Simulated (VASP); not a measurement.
# F (C2/c) in VASP: notebook

Aim: see how the results for F move with the level of theory and the settings. Levels: PBE, LDA. Tasks: single point.

All numbers are computed with VASP 6.6.1; they aren't measurements. Logs are shortened: lines on timing, memory, paths and dates and some standing lists are left out, and cuts for length are marked.

### 1 The cell of the first run

Symmetry: C2/c, No. 15, monoclinic system. Conventional cell: a = 4.946 Å, b = 3.231 Å, c = 6.535 Å, α = 90.00°, β = 90.38°, γ = 90.00°. Within 1.9 Å of F (site symmetry 1) lie 1 F at 1.40 Å.

### 2 Single point, PBE

Input file INCAR:

```
SYSTEM = F
  ALGO = Normal
  EDIFF = 1E-6
  ENCUT = 520
  GGA = PE
  ISIF = 2
  ISMEAR = 0
  LASPH = .TRUE.
  LCHARG = .FALSE.
  LREAL = .FALSE.
  LWAVE = .FALSE.
  NBANDS = 22
  NELM = 100
  PREC = Accurate
  SIGMA = 0.01
```

Input file KPOINTS:

```
k-points
0
G
  6 6 2
  0 0 0
```

Input file POSCAR:

```
F
1.0
    2.4704060226     -1.6156446729      0.1165140155
    2.4704060226      1.6156446729      0.1165140155
   -0.2647424438      0.0000000000      6.5292187134
F
4
Direct
    0.5941752474      0.9046440903      0.5964352601
    0.0953559097      0.4058247526      0.9035647399
    0.4058247526      0.0953559097      0.4035647399
    0.9046440903      0.5941752474      0.0964352601
```

Potentials or basis: VASP PAW PBE potentials, release 64 (F).

Command:

```
$ cat potpaw_PBE.64/F/POTCAR > POTCAR
$ mpirun -np 1 vasp_std > vasp.out
```

OUTCAR:

```text
SYSTEM = F
   EDIFF = 1E-6
   ENCUT = 520
   GGA = PE
   ISIF = 2
   ISMEAR = 0
   LASPH = .TRUE.
   LREAL = .FALSE.
   NELM = 100
   PREC = Accurate

 ion  position               nearest neighbor table
   1  0.594  0.905  0.596-   3 1.40
   2  0.095  0.406  0.904-   4 1.40
   3  0.406  0.095  0.404-   1 1.40
   4  0.905  0.594  0.096-   2 1.40

  LATTYP: Found a base centered monoclinic cell.
 ALAT       =     4.9463042496
 B/A-ratio  =     0.6532734710
 C/A-ratio  =     1.3211042993
 COS(beta)  =    -0.0066038012

  Lattice vectors:

 A1 = (  -2.4704060226,   1.6156446729,  -0.1165140155)
 A2 = (  -2.4704060226,  -1.6156446729,  -0.1165140155)
 A3 = (  -0.2647424438,   0.0000000000,   6.5292187134)

Analysis of symmetry for initial positions (statically):
=====================================================================
 Subroutine PRICEL returns:
 Original cell was already a primitive cell.

 Routine SETGRP: Setting up the symmetry group for a
 base centered monoclinic supercell.

 Subroutine GETGRP returns: Found  4 space group operations
 (whereof  2 operations were pure point group operations)
 out of a pool of  4 trial point group operations.

The static configuration has the point symmetry S_2 .
 The point group associated with its full space group is C_2h.

Analysis of symmetry for dynamics (positions and initial velocities):
=====================================================================
 Subroutine PRICEL returns:
 Original cell was already a primitive cell.

 Routine SETGRP: Setting up the symmetry group for a
 base centered monoclinic supercell.

 Subroutine GETGRP returns: Found  4 space group operations
 (whereof  2 operations were pure point group operations)
 out of a pool of  4 trial point group operations.

The dynamic configuration has the point symmetry S_2 .
 The point group associated with its full space group is C_2h.

 Subroutine INISYM returns: Found  4 space group operations
 (whereof  2 operations are pure point group operations),
 and found     1 'primitive' translations

----------------------------------------------------------------------------------------

                                     Primitive cell

  volume of cell :      52.2198

  direct lattice vectors                    reciprocal lattice vectors
     2.470406023 -1.615644673  0.116514015     0.202009562 -0.309473988  0.008190950
     2.470406023  1.615644673  0.116514015     0.202009562  0.309473988  0.008190950
    -0.264742444  0.000000000  6.529218713    -0.007209728  0.000000000  0.152865346

  length of vectors
     2.954113935  2.954113935  6.534583810     0.369660796  0.369660796  0.153035271

  position of ions in fractional coordinates (direct lattice)
     0.594175247  0.904644090  0.596435260
     0.095355910  0.405824753  0.903564740
     0.405824753  0.095355910  0.403564740
     0.904644090  0.594175247  0.096435260

  ion indices of the primitive-cell ions
   primitive index   ion index
                 1           1
                 2           2
                 3           3
                 4           4

----------------------------------------------------------------------------------------

 KPOINTS: k-points

Automatic generation of k-mesh.
 Grid dimensions read from file:
 generate k-points for:    6    6    2

 Generating k-lattice:

  Cartesian coordinates                     Fractional coordinates (reciprocal lattice)
     0.033668260 -0.051578998  0.001365158     0.166666667 -0.000000000  0.000000000
     0.033668260  0.051578998  0.001365158    -0.000000000  0.166666667  0.000000000
    -0.003604864  0.000000000  0.076432673    -0.000000000 -0.000000000  0.500000000

  Length of vectors
     0.061610133  0.061610133  0.076517636

  Shift w.r.t. Gamma in fractional coordinates (k-lattice)
     0.000000000  0.000000000  0.000000000

 Subroutine IBZKPT returns following result:
 ===========================================

 Found     26 irreducible k-points:

 Following reciprocal coordinates:
            Coordinates               Weight
  0.000000  0.000000  0.000000      1.000000
  0.166667  0.000000  0.000000      4.000000
  0.333333  0.000000  0.000000      4.000000
  0.500000  0.000000  0.000000      2.000000
  0.166667  0.166667  0.000000      2.000000
  0.333333  0.166667  0.000000      4.000000
[... 16 lines left out ...]
  0.333333  0.333333  0.500000      2.000000
  0.500000  0.333333  0.500000      4.000000
 [... further k-points ...]
   k-points           NKPTS =     26   k-points in BZ     NKDIM =     26   number of bands    NBANDS=     22
   number of dos      NEDOS =    301   number of ions     NIONS =      4
   total plane-waves  NPLWV =  28800
   dimension x,y,z NGX =    24 NGY =   24 NGZ =   50
   dimension x,y,z NGXF=    48 NGYF=   48 NGZF=  100
   ions per type =               4
   NGX,Y,Z   is equivalent  to a cutoff of  13.51, 13.51, 12.72 a.u.
   NGXF,Y,Z  is equivalent  to a cutoff of  27.01, 27.01, 25.44 a.u.
 SYSTEM =  F
   PREC   = accura    normal or accurate (medium, high low for compatibility)
   ISTART =      0    job   : 0-new  1-cont  2-samecut
   ICHARG =      2    charge: 1-file 2-atom 10-const
   ISPIN  =      1    spin polarized calculation?
   LNONCOLLINEAR =      F non collinear calculations
   LSORBIT =      F    spin-orbit coupling
   LASPH  =      T    aspherical Exc in radial PAW
   ENCUT  =  520.0 eV  38.22 Ry    6.18 a.u.   5.49  5.49 12.15*2*pi/ulx,y,z
   NELM   =    100;   NELMIN=  2; NELMDL= -5     # of ELM steps
   EDIFF  = 0.1E-05   stopping-criterion for ELM
   LREAL  =      F    real-space projection
   EDIFFG = 0.1E-04   stopping-criterion for IOM
   NSW    =      0    number of steps for IOM
   IBRION =     -1    ionic relax: 0-MD 1-quasi-New 2-CG
   NFREE  =      0    steps in history (QN), initial steepest desc. (CG)
   ISIF   =      2    stress and relaxation
   ISYM   =      2    0-nonsym 1-usesym 2-fastsym
   POTIM  = 0.5000    time-step for ionic-motion
   TEBEG  =    0.0;   TEEND  =   0.0 temperature during run
   PSTRESS=    0.0 pullay stress
   NELECT =      28.0000    total number of electrons
   NUPDOWN=      -1.0000    fix difference up-down
   EMIN   =  10.00;   EMAX   =-10.00  energy-range for DOS
   EFERMI =   0.00;   METHOD = LEGACY
   ISMEAR =     0;   SIGMA  =   0.01  broadening in eV -4-tet -1-fermi 0-gaus
   EFERMI_NEDOS =   21; number of points for ismear=-14 and -15
   IALGO  =     38    algorithm
   IMIX   =      4    mixing-type and parameters
     AMIX     =   0.40;   BMIX     =  1.00
     AMIX_MAG =   1.60;   BMIX_MAG =  1.00
  volume/ion in A,a.u.               =      13.05        88.10
  Fermi-wavevector in a.u.,A,eV,Ry     =   1.329992  2.513321 24.067067  1.768880
  Thomas-Fermi vector in A             =   2.459113
   LORBIT       =      0    0 simple, 1 ext, 2 COOP (PROOUT), +10 PAW based schemes
   GGA     = PE    functional components
   LHFCALC =     F    Hartree Fock is set to
   AEXX    =    0.0000 exact exchange contribution
   IVDW    =     0    specifies the selected vdW correction
   LEPSILON=     F    determine dielectric tensor
   LRPA    =     F    only Hartree local field effects (RPA)
 non-spin polarized calculation
 Gauss-broadening in eV      SIGMA  =   0.01
  energy-cutoff  :      520.00
  volume of cell :       52.22
 maximum number of plane-waves:      1424
 NGX is ok and might be reduce to    24
   NGX = 11   NGY = 11   NGZ = 25

 number of electron      28.0000018 magnetization

 Free energy of the ion-electron system (eV)
  ---------------------------------------------------
  ext. energy  EPLUGINS =         0.00000000
  ---------------------------------------------------
  free energy    TOTEN  =        -7.16077654 eV

  energy without entropy =       -7.16077654  energy(sigma->0) =       -7.16077654

 E-fermi :  -3.9250     XC(G=0):  -8.5665

 val. band max:       -4.0943706783   @ k =   0.0000   0.0000   0.0000
 cond. band min:      -1.2159341374   @ k =   0.0000   0.0000   0.0000
 fundamental gap:      2.8784365409
 Fermi energy:        -3.9249506970

 k-point     1 :       0.0000    0.0000    0.0000
  band No.  band energies     occupation
      1     -29.4545      2.00000
      2     -29.2651      2.00000
      3     -22.9891      2.00000
      4     -22.4434      2.00000
      5     -11.0459      2.00000
      6      -9.9760      2.00000
[... 14 lines left out ...]
     21      17.3162      0.00000
     22      18.5803      0.00000

 k-point     2 :       0.1667    0.0000    0.0000
  band No.  band energies     occupation
      1     -29.3989      2.00000
      2     -29.2341      2.00000
      3     -22.9408      2.00000
      4     -22.4694      2.00000
      5     -10.9990      2.00000
      6     -10.0464      2.00000
[... 14 lines left out ...]
     21      16.0932      0.00000
     22      17.5793      0.00000

 k-point     3 :       0.3333    0.0000    0.0000
  band No.  band energies     occupation
      1     -29.2769      2.00000
      2     -29.1803      2.00000
      3     -22.8191      2.00000
      4     -22.5486      2.00000
      5     -10.8503      2.00000
      6     -10.2619      2.00000
[... 14 lines left out ...]
     21      14.9177      0.00000
     22      15.3284      0.00000
[... 476 lines left out ...]
 k-point    23 :       0.3333    0.3333    0.5000
  band No.  band energies     occupation
      1     -29.1978      2.00000
      2     -29.1966      2.00000
      3     -22.6191      2.00000
      4     -22.6159      2.00000
      5     -10.4726      2.00000
      6     -10.4655      2.00000
[... 14 lines left out ...]
     21      15.1988      0.00000
     22      15.2653      0.00000

 k-point    24 :       0.5000    0.3333    0.5000
  band No.  band energies     occupation
      1     -29.1524      2.00000
      2     -29.1518      2.00000
      3     -22.6070      2.00000
      4     -22.6052      2.00000
      5     -10.4574      2.00000
      6     -10.4532      2.00000
[... 14 lines left out ...]
     21      15.1643      0.00000
     22      15.2249      0.00000

 [... further k-points ...]

------------------------ aborting loop because EDIFF is reached ----------------------------------------

  FORCE on cell =-STRESS in cart. coord.  units (eV):
  Direction    XX          YY          ZZ          XY          YZ          ZX
  --------------------------------------------------------------------------------------
  -------------------------------------------------------------------------------------
  Total        0.7982664      1.2720694      2.8565317      0.0000000      0.0000000     -0.0955975
  in kB       24.4919445     39.0288946     87.6424444      0.0000000      0.0000000     -2.9330669
  external PRESSURE =      50.3877612 kB  Pullay stress =       0.0000000 kB

 VOLUME and BASIS-vectors are now :
 -----------------------------------------------------------------------------
  energy-cutoff  :      520.00
  volume of cell :       52.22
      direct lattice vectors                 reciprocal lattice vectors
     2.470406023 -1.615644673  0.116514015     0.202009562 -0.309473988  0.008190950
     2.470406023  1.615644673  0.116514015     0.202009562  0.309473988  0.008190950
    -0.264742444  0.000000000  6.529218713    -0.007209728  0.000000000  0.152865346

 POSITION                                       TOTAL-FORCE (eV/Angst)
 -----------------------------------------------------------------------------------
      3.54479      0.50161      4.06889        -0.040762     -0.423573      0.909517
      0.99891      0.50161      5.95797         0.040762     -0.423573     -0.909517
      1.13128     -0.50161      2.69336         0.040762      0.423573     -0.909517
      3.67716     -0.50161      0.80428        -0.040762      0.423573      0.909517
 -----------------------------------------------------------------------------------
    total drift:                               -0.000000     -0.000000      0.000000

  FREE ENERGIE OF THE ION-ELECTRON SYSTEM (eV)
  ---------------------------------------------------
  free  energy   TOTEN  =        -7.1607765371 eV

  energy  without entropy=       -7.1607765371  energy(sigma->0) =       -7.16077654
```

Wall time 20 s (1 thread of Intel Xeon Platinum 8259CL at 2.50GHz (Skylake/Cascade Lake), shared host); peak memory 0.17 GiB.

What came out:

* Free energy: -7.1608 eV
* Pressure: 5.0 GPa
* Largest force: 1.004 eV/Å
* Band gap on the k mesh: 2.88 eV

Forces in eV/Å, atoms in the order of the input:
```
F   -0.041 -0.424  0.910
F    0.041 -0.424 -0.910
F    0.041  0.424 -0.910
F   -0.041  0.424  0.910
```

Levels at points of the mesh, in eV from the valence-band top:
```tsv
k point	band 10	band 11	band 12	band 13	band 14	band 15	band 16	band 17	band 18	band 19
(0.00, 0.00, 0.00)	-3.10	-0.50	-0.20	-0.03	0.00	2.88	3.96	9.99	12.52	13.74
(0.50, 0.00, 0.00)	-3.39	-0.58	-0.58	-0.11	-0.11	3.55	3.55	14.85	14.86	16.78
(0.50, 0.50, 0.00)	-3.55	-0.98	-0.68	-0.25	-0.24	3.20	3.85	15.24	15.73	16.41
(0.00, 0.00, 0.50)	-3.12	-0.39	-0.39	-0.02	-0.02	3.40	3.40	10.93	10.93	16.28
(0.50, 0.00, 0.50)	-3.40	-0.50	-0.49	-0.07	-0.06	3.49	3.50	15.14	15.17	15.64
(0.50, 0.50, 0.50)	-3.61	-0.59	-0.59	-0.49	-0.49	3.52	3.52	15.68	15.68	16.22
```

Caveat: the k points lie up to 0.48 Å⁻¹ apart; this functional lacks dispersion, which holds the molecules together, so the pressure and a relaxed volume are unreliable; forces of over 1 eV/Å act on the atoms, so gaps and moduli don't describe the material at rest. A k mesh can miss the band edges.

### 3 Single point, PBE

Input file INCAR:

```
SYSTEM = F
PREC = Accurate ; ENCUT = 520
EDIFF = 1E-6 ; ISMEAR = -1
SIGMA = 0.02 ; LREAL = .FALSE.
LASPH = .TRUE. ; NELM = 60
ALGO = Normal ; ISIF = 2
LWAVE = .FALSE. ; LCHARG = .FALSE.
GGA = PE ; NBANDS = 22
```

Input file KPOINTS:

```
regular mesh
0
G
  10 10 4
  0 0 0
```

POSCAR is that of step 2.

Potentials or basis: VASP PAW PBE potentials, release 64 (F).

Command:

```
$ cat potpaw_PBE.64/F/POTCAR > POTCAR
$ mpirun -np 1 vasp_std > vasp.out
```

Run time: 1.7 min. Hardware: 1 thread of Intel Xeon Platinum 8259CL at 2.50GHz (Skylake/Cascade Lake), shared host; peak memory 0.22 GiB.

Results (log left out):

- Free energy: -7.1609 eV
- Pressure: 5.0 GPa
- Largest force: 1.004 eV/Å
- Band gap on the k mesh: 2.88 eV

Forces on the atoms (eV/Å):
```
F   -0.041 -0.424  0.910
F    0.041 -0.424 -0.910
F    0.041  0.424 -0.910
F   -0.041  0.424  0.910
```

Stress tensor (GPa, compression positive):
```
 2.45  0.00 -0.29
 0.00  3.90  0.00
-0.29  0.00  8.76
```

Levels at points of the mesh, in eV from the valence-band top:
```tsv
k point	band 11	band 12	band 13	band 14	band 15	band 16	band 17	band 18
(0.00, 0.00, 0.00)	-0.50	-0.20	-0.03	0.00	2.88	3.96	9.99	12.52
(0.50, 0.00, 0.00)	-0.58	-0.58	-0.11	-0.11	3.55	3.55	14.85	14.86
(0.50, 0.50, 0.00)	-0.98	-0.68	-0.25	-0.24	3.20	3.85	15.24	15.73
(0.00, 0.00, 0.50)	-0.39	-0.39	-0.02	-0.02	3.40	3.40	10.93	10.93
(0.50, 0.00, 0.50)	-0.50	-0.49	-0.07	-0.06	3.49	3.50	15.14	15.17
(0.50, 0.50, 0.50)	-0.59	-0.59	-0.49	-0.49	3.52	3.52	15.68	15.68
```

Caveat: the cell stands under pressure; this functional lacks dispersion, which holds the molecules together, so the pressure and a relaxed volume are unreliable; forces of over 1 eV/Å act on the atoms, so gaps and moduli don't describe the material at rest. A k mesh can miss the band edges.

[end of part 1 of 2]
